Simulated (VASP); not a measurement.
SmGaTe3, 5 atoms in the cell. The structure is cubic, space group Pm-3m (No. 221). Conventional cell: a = 5.366 Å, b = 5.366 Å, c = 5.366 Å, α = 90.00°, β = 90.00°, γ = 90.00°. Sm (site symmetry m-3m) has 12 Te at 3.79 Å and 8 Ga at 4.65 Å within 5.0 Å. Ga (site symmetry m-3m) has 6 Te at 2.68 Å within 3.5 Å. Within 3.5 Å of Te (site symmetry 4/mmm) lie 2 Ga at 2.68 Å. The cell was generated, and may not be a known phase.

```yaml
Program: VASP 6.6.1
Task: relaxation of cell and atoms
Functional: PBE
Potentials_or_basis: VASP PAW PBE potentials, release 64 (Sm_3, Ga_d, Te), 4f in core
Cutoff: 500 eV
k_mesh: 8 × 8 × 8
Occupations: gaussian, width 0.1 eV
Spin: no spin polarisation
Dipole_correction: no
Further_INCAR_settings: ALGO = Normal; EDIFF = 1e-07; IBRION = 2; EDIFFG = -0.01; NSW = 100; ISIF = 3
```

Potentials or basis: VASP PAW PBE potentials, release 64 (Sm_3, Ga_d, Te), 4f in core.

The run is started by

```sh
$ cat potpaw_PBE.64/Sm_3/POTCAR potpaw_PBE.64/Ga_d/POTCAR potpaw_PBE.64/Te/POTCAR > POTCAR
$ mpirun -np 1 vasp_std > vasp.out
```

Hardware: 1 thread of AMD EPYC 9R45 (Zen 5), with other jobs on the host.

How long does it take, and how much memory?

It took 2.4 min on 1 thread of AMD EPYC 9R45 (Zen 5), on a shared host, peak memory 0.31 GiB. Counts: scf iterations 31, k points 35, ion steps 3.
